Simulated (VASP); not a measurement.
# AlN (Imm2) in VASP: a series of runs

AlN is run at these levels: r2SCAN; tasks: single point.

Program: VASP 6.6.1. These are calculated values, not measurements. Logs are shortened: lines on timing, memory, paths and dates and some standing lists are left out, and cuts for length are marked.

**1. The cell of the first run**

It takes space group Imm2 (No. 44, orthorhombic). Conventional cell: a = 3.090 Å, b = 3.090 Å, c = 4.370 Å, α = 90.00°, β = 90.00°, γ = 90.00°. Within 2.4 Å of Al (site symmetry mm2) lie 4 N at 1.82 to 1.97 Å. N (site symmetry mm2) has 4 Al at 1.82 to 1.97 Å within 2.4 Å.

**2. Single point, r2SCAN (all N atoms moved +0.125 Å, as atom 2 along Cartesian [1 0 0])**

File POSCAR:

```
AlN
1.0
    0.0000000000      2.1849006282      2.1849006282
    2.1849006282      0.0000000000      2.1849006282
    2.1849006282      2.1849006282      0.0000000000
Al N
1 1
Direct
    0.0000000000      0.0000000000      0.0000000000
    0.7213945801      0.7786054199      0.7786054199
```

File INCAR.step1:

```
ALGO = Normal ; EDIFF = 1E-4
ENCUT = 520 ; GGA = PE
ISMEAR = 0 ; LASPH = True
LCHARG = False ; LREAL = False
LWAVE = True ; NBANDS = 11
NELM = 100 ; PREC = Accurate
SIGMA = 0.05
```

File INCAR.step2:

```
ALGO = Normal ; EDIFF = 1E-6
ENCUT = 520 ; ISIF = 2
ISMEAR = 0 ; ISTART = 1
LASPH = True ; LCHARG = True
LELF = True ; LMIXTAU = True
LREAL = False ; LVHAR = True
LWAVE = False ; METAGGA = R2SCAN
NBANDS = 11 ; NELM = 100
PREC = Accurate ; SIGMA = 0.05
```

File KPOINTS:

```
k-points
0
Gamma
  10 10 10
```

Potentials or basis: VASP PAW PBE potentials, release 64 (Al, N).

Run with:

```
cat potpaw_PBE.64/Al/POTCAR potpaw_PBE.64/N/POTCAR > POTCAR
cp INCAR.step1 INCAR
mpirun -np 1 vasp_std > vasp.out
cp INCAR.step2 INCAR
mpirun -np 1 vasp_std > vasp.out
```

OUTCAR:

```text
EDIFF = 1E-6
   ENCUT = 520
   ISIF = 2
   ISMEAR = 0
   ISTART = 1
   LASPH = True
   LREAL = False
   METAGGA = R2SCAN
   NELM = 100
   PREC = Accurate

 ion  position               nearest neighbor table
   1  0.000  0.000  0.000-   2 1.82   2 1.82   2 1.97   2 1.97
   2  0.721  0.779  0.779-   1 1.82   1 1.82   1 1.97   1 1.97

  LATTYP: Found a face centered cubic cell.
 ALAT       =     4.3698012564

  Lattice vectors:

 A1 = (   0.0000000000,   2.1849006282,   2.1849006282)
 A2 = (   2.1849006282,   0.0000000000,   2.1849006282)
 A3 = (   2.1849006282,   2.1849006282,   0.0000000000)

Analysis of symmetry for initial positions (statically):
=====================================================================
 Subroutine PRICEL returns:
 Original cell was already a primitive cell.

 Routine SETGRP: Setting up the symmetry group for a
 face centered cubic supercell.

 Subroutine GETGRP returns: Found  4 space group operations
 (whereof  4 operations were pure point group operations)
 out of a pool of 48 trial point group operations.

The static configuration has the point symmetry C_2v.

Analysis of symmetry for dynamics (positions and initial velocities):
=====================================================================
 Subroutine PRICEL returns:
 Original cell was already a primitive cell.

 Routine SETGRP: Setting up the symmetry group for a
 face centered cubic supercell.

 Subroutine GETGRP returns: Found  4 space group operations
 (whereof  4 operations were pure point group operations)
 out of a pool of 48 trial point group operations.

The dynamic configuration has the point symmetry C_2v.

 Subroutine INISYM returns: Found  4 space group operations
 (whereof  4 operations are pure point group operations),
 and found     1 'primitive' translations

----------------------------------------------------------------------------------------

                                     Primitive cell

  volume of cell :      20.8605

  direct lattice vectors                    reciprocal lattice vectors
     0.000000000  2.184900628  2.184900628    -0.228843360  0.228843360  0.228843360
     2.184900628  0.000000000  2.184900628     0.228843360 -0.228843360  0.228843360
     2.184900628  2.184900628  0.000000000     0.228843360  0.228843360 -0.228843360

  length of vectors
     3.089916101  3.089916101  3.089916101     0.396368326  0.396368326  0.396368326

  position of ions in fractional coordinates (direct lattice)
     0.000000000  0.000000000  0.000000000
     0.721394580  0.778605420  0.778605420

  ion indices of the primitive-cell ions
   primitive index   ion index
                 1           1
                 2           2

----------------------------------------------------------------------------------------

 KPOINTS: k-points

Automatic generation of k-mesh.
 Grid dimensions read from file:
 generate k-points for:   10   10   10

 Generating k-lattice:

  Cartesian coordinates                     Fractional coordinates (reciprocal lattice)
    -0.022884336  0.022884336  0.022884336     0.100000000  0.000000000  0.000000000
     0.022884336 -0.022884336  0.022884336     0.000000000  0.100000000  0.000000000
     0.022884336  0.022884336 -0.022884336     0.000000000  0.000000000  0.100000000

  Length of vectors
     0.039636833  0.039636833  0.039636833

  Shift w.r.t. Gamma in fractional coordinates (k-lattice)
     0.000000000  0.000000000  0.000000000

 Subroutine IBZKPT returns following result:
 ===========================================

 Found    171 irreducible k-points:

 Following reciprocal coordinates:
            Coordinates               Weight
  0.000000  0.000000  0.000000      1.000000
  0.100000  0.000000  0.000000      4.000000
  0.000000  0.100000  0.000000      4.000000
  0.200000  0.000000  0.000000      4.000000
  0.000000  0.200000  0.000000      4.000000
  0.300000  0.000000  0.000000      4.000000
[... 16 lines left out ...]
  0.000000  0.400000  0.100000      4.000000
  0.100000  0.000000  0.400000      8.000000
 [... further k-points ...]
   k-points           NKPTS =    171   k-points in BZ     NKDIM =    171   number of bands    NBANDS=     11
   number of dos      NEDOS =    301   number of ions     NIONS =      2
   total plane-waves  NPLWV =  13824
   dimension x,y,z NGX =    24 NGY =   24 NGZ =   24
   dimension x,y,z NGXF=    48 NGYF=   48 NGZF=   48
   ions per type =               1   1
   NGX,Y,Z   is equivalent  to a cutoff of  12.91, 12.91, 12.91 a.u.
   NGXF,Y,Z  is equivalent  to a cutoff of  25.83, 25.83, 25.83 a.u.
 SYSTEM =  unknown system
   PREC   = accura    normal or accurate (medium, high low for compatibility)
   ISTART =      1    job   : 0-new  1-cont  2-samecut
   ICHARG =      0    charge: 1-file 2-atom 10-const
   ISPIN  =      1    spin polarized calculation?
   LNONCOLLINEAR =      F non collinear calculations
   LSORBIT =      F    spin-orbit coupling
   LASPH  =      T    aspherical Exc in radial PAW
   ENCUT  =  520.0 eV  38.22 Ry    6.18 a.u.   5.75  5.75  5.75*2*pi/ulx,y,z
   NELM   =    100;   NELMIN=  2; NELMDL=  0     # of ELM steps
   EDIFF  = 0.1E-05   stopping-criterion for ELM
   LREAL  =      F    real-space projection
   EDIFFG = 0.1E-04   stopping-criterion for IOM
   NSW    =      0    number of steps for IOM
   IBRION =     -1    ionic relax: 0-MD 1-quasi-New 2-CG
   NFREE  =      0    steps in history (QN), initial steepest desc. (CG)
   ISIF   =      2    stress and relaxation
   ISYM   =      2    0-nonsym 1-usesym 2-fastsym
   POTIM  = 0.5000    time-step for ionic-motion
   TEBEG  =    0.0;   TEEND  =   0.0 temperature during run
   PSTRESS=    0.0 pullay stress
   NELECT =       8.0000    total number of electrons
   NUPDOWN=      -1.0000    fix difference up-down
   EMIN   =  10.00;   EMAX   =-10.00  energy-range for DOS
   EFERMI =   0.00;   METHOD = LEGACY
   ISMEAR =     0;   SIGMA  =   0.05  broadening in eV -4-tet -1-fermi 0-gaus
   EFERMI_NEDOS =   21; number of points for ismear=-14 and -15
   IALGO  =     38    algorithm
   IMIX   =      4    mixing-type and parameters
     AMIX     =   0.40;   BMIX     =  1.00
     AMIX_MAG =   1.60;   BMIX_MAG =  1.00
  volume/ion in A,a.u.               =      10.43        70.39
  Fermi-wavevector in a.u.,A,eV,Ry     =   1.189405  2.247650 19.247952  1.414685
  Thomas-Fermi vector in A             =   2.325513
   LORBIT       =      0    0 simple, 1 ext, 2 COOP (PROOUT), +10 PAW based schemes
   METAGGA = R2SCAN    functional components
   LHFCALC =     F    Hartree Fock is set to
   AEXX    =    0.0000 exact exchange contribution
   IVDW    =     0    specifies the selected vdW correction
   LEPSILON=     F    determine dielectric tensor
   LRPA    =     F    only Hartree local field effects (RPA)
 non-spin polarized calculation
 Gauss-broadening in eV      SIGMA  =   0.05
  energy-cutoff  :      520.00
  volume of cell :       20.86
 maximum number of plane-waves:       588
   NGX = 11   NGY = 11   NGZ = 11

 number of electron       8.0000000 magnetization

 Free energy of the ion-electron system (eV)
  ---------------------------------------------------
  ext. energy  EPLUGINS =         0.00000000
  ---------------------------------------------------
  free energy    TOTEN  =       -19.06298352 eV

  energy without entropy =      -19.06298352  energy(sigma->0) =      -19.06298352

 E-fermi :   6.3327     XC(G=0): -11.4103

 val. band max:        6.0009928005   @ k =   0.0000   0.0000   0.0000
 cond. band min:       9.6015728635   @ k =   0.5000   0.5000   0.0000
 fundamental gap:      3.6005800631
 Fermi energy:         6.3327485856

 k-point     1 :       0.0000    0.0000    0.0000
  band No.  band energies     occupation
      1     -10.0592      2.00000
      2       5.3249      2.00000
      3       5.6922      2.00000
      4       6.0010      2.00000
      5      10.5249      0.00000
      6      19.1434      0.00000
      7      19.2137      0.00000
      8      19.2285      0.00000
      9      24.1343      0.00000
     10      24.1832      0.00000
     11      25.4145      0.00000

 k-point     2 :       0.1000    0.0000    0.0000
  band No.  band energies     occupation
      1      -9.9122      2.00000
      2       4.6534      2.00000
      3       5.5570      2.00000
      4       5.9447      2.00000
      5      11.1436      0.00000
      6      18.7317      0.00000
      7      19.2861      0.00000
      8      19.5130      0.00000
      9      22.8182      0.00000
     10      22.9325      0.00000
     11      25.3330      0.00000

 k-point     3 :       0.0000    0.1000    0.0000
  band No.  band energies     occupation
      1      -9.9137      2.00000
      2       5.0249      2.00000
      3       5.2762      2.00000
      4       5.7757      2.00000
      5      11.2235      0.00000
      6      18.6932      0.00000
      7      19.3612      0.00000
      8      19.3691      0.00000
      9      23.0764      0.00000
     10      23.0858      0.00000
     11      24.8839      0.00000

 k-point     4 :       0.2000    0.0000    0.0000
  band No.  band energies     occupation
      1      -9.4953      2.00000
      2       3.1041      2.00000
      3       5.4155      2.00000
      4       5.8043      2.00000
      5      12.2671      0.00000
      6      17.9218      0.00000
      7      19.1545      0.00000
      8      19.4920      0.00000
      9      22.3339      0.00000
     10      22.3477      0.00000
     11      24.3645      0.00000
[... 239 lines left out ...]
 k-point    22 :       0.4000    0.1000    0.0000
  band No.  band energies     occupation
      1      -8.3889      2.00000
      2       0.6573      2.00000
      3       4.9350      2.00000
      4       5.2403      2.00000
      5      13.6659      0.00000
      6      16.0610      0.00000
      7      18.1667      0.00000
      8      18.7829      0.00000
      9      23.0022      0.00000
     10      25.9154      0.00000
     11      26.2402      0.00000

 k-point    23 :       0.0000    0.4000    0.1000
  band No.  band energies     occupation
      1      -8.4078      2.00000
      2       0.8538      2.00000
      3       4.6938      2.00000
      4       5.0751      2.00000
      5      13.8438      0.00000
      6      16.0927      0.00000
      7      18.2309      0.00000
      8      18.6206      0.00000
      9      23.2489      0.00000
     10      25.7960      0.00000
     11      26.3047      0.00000

 k-point    24 :       0.1000    0.0000    0.4000
  band No.  band energies     occupation
      1      -8.4094      2.00000
      2       0.8734      2.00000
      3       4.6532      2.00000
      4       5.0933      2.00000
      5      13.8533      0.00000
      6      16.0515      0.00000
      7      18.2127      0.00000
      8      18.5964      0.00000
      9      23.4041      0.00000
     10      25.4724      0.00000
     11      26.7080      0.00000

 [... further k-points ...]

------------------------ aborting loop because EDIFF is reached ----------------------------------------

  FORCE on cell =-STRESS in cart. coord.  units (eV):
  Direction    XX          YY          ZZ          XY          YZ          ZX
  --------------------------------------------------------------------------------------
  -------------------------------------------------------------------------------------
  Total       -0.0628183      0.3381747      0.3381747      0.0000000      1.1226242      0.0000000
  in kB       -4.8247142     25.9732705     25.9732705      0.0000000     86.2223662      0.0000000
  external PRESSURE =      15.7072756 kB  Pullay stress =       0.0000000 kB

 VOLUME and BASIS-vectors are now :
 -----------------------------------------------------------------------------
  energy-cutoff  :      520.00
  volume of cell :       20.86
      direct lattice vectors                 reciprocal lattice vectors
     0.000000000  2.184900628  2.184900628    -0.228843360  0.228843360  0.228843360
     2.184900628  0.000000000  2.184900628     0.228843360 -0.228843360  0.228843360
     2.184900628  2.184900628  0.000000000     0.228843360  0.228843360 -0.228843360

 POSITION                                       TOTAL-FORCE (eV/Angst)
 -----------------------------------------------------------------------------------
      0.00000      0.00000      0.00000         1.859811      0.000000      0.000000
      3.40235      3.27735      3.27735        -1.859811     -0.000000     -0.000000
 -----------------------------------------------------------------------------------
    total drift:                                0.006480     -0.000003     -0.000003

  FREE ENERGIE OF THE ION-ELECTRON SYSTEM (eV)
  ---------------------------------------------------
  free  energy   TOTEN  =       -19.0629835212 eV

  energy  without entropy=      -19.0629835212  energy(sigma->0) =      -19.06298352
```

It took 69 s on 1 thread of Intel Xeon Platinum 8488C (Sapphire Rapids), shared host; peak memory 0.16 GiB.

What came out:

```yaml
Free_energy: -19.0630 eV
Pressure: 1.6 GPa
Largest_force: 1.860 eV/Å
Band_gap_on_the_k_mesh: 3.60 eV (least direct gap 4.52 eV)
```

Forces on the atoms (eV/Å):
```
Al   1.860  0.000  0.000
N   -1.860  0.000  0.000
```

Stress tensor (GPa, compression positive):
```
-0.48  0.00  0.00
 0.00  2.60  8.62
 0.00  8.62  2.60
```

Levels at points of the mesh, in eV from the valence-band top:
```tsv
k point	band 1	band 2	band 3	band 4	band 5	band 6	band 7	band 8
(0.00, 0.00, 0.00)	-16.06	-0.68	-0.31	0.00	4.52	13.14	13.21	13.23
(0.50, 0.00, 0.00)	-14.04	-6.31	-0.87	-0.52	7.76	10.36	11.51	11.85
(0.00, 0.50, 0.00)	-14.07	-6.11	-1.13	-0.70	7.90	10.52	11.49	11.71
(0.50, 0.50, 0.00)	-13.43	-5.28	-2.11	-2.09	3.60	9.05	14.75	16.65
(0.00, 0.50, 0.50)	-13.43	-5.26	-2.39	-1.90	3.63	9.17	14.76	16.54
```

Caveat: the cell differs from its parent crystal (all N atoms moved +0.125 Å, as atom 2 along Cartesian [1 0 0]); the PAW data sets were made with another functional, which shifts forces and pressure a little.

(Part 1 of 2 ends here.)
